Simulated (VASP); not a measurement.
Hf, 1 atom in the cell. The structure is cubic, space group Im-3m (No. 229). The conventional cell has a = 3.610 Å, b = 3.610 Å, c = 3.610 Å, α = 90.00°, β = 90.00°, γ = 90.00°. Within 4.1 Å of Hf (site symmetry m-3m) lie 14 Hf at 3.13 to 3.61 Å. 

```yaml
Program: VASP 6.6.1
Task: single point
Functional: PBE
Potentials_or_basis: VASP PAW PBE potentials, release 64 (Hf_pv)
Cutoff: 520 eV
k_mesh: 9 × 9 × 9
Occupations: fermi-dirac, width 0.1 eV
Spin: no spin polarisation
Dipole_correction: no
Further_INCAR_settings: ALGO = Normal; EDIFF = 1e-07; NBANDS = 11
```

Potentials or basis: VASP PAW PBE potentials, release 64 (Hf_pv).

The run is started by

```bash
$ cat potpaw_PBE.64/Hf_pv/POTCAR > POTCAR
$ mpirun -np 1 vasp_std > vasp.out
```

Hardware: 1 thread of AMD EPYC 7R43 64-Core Processor (Zen 3), on a shared host.

Problem. How long does it take, and how much memory?

Solution. Run time: 7.6 s on 1 thread of AMD EPYC 7R43 64-Core Processor (Zen 3), with other jobs on the host, peak memory 0.11 GiB. Counts: scf iterations 12, k points 35.
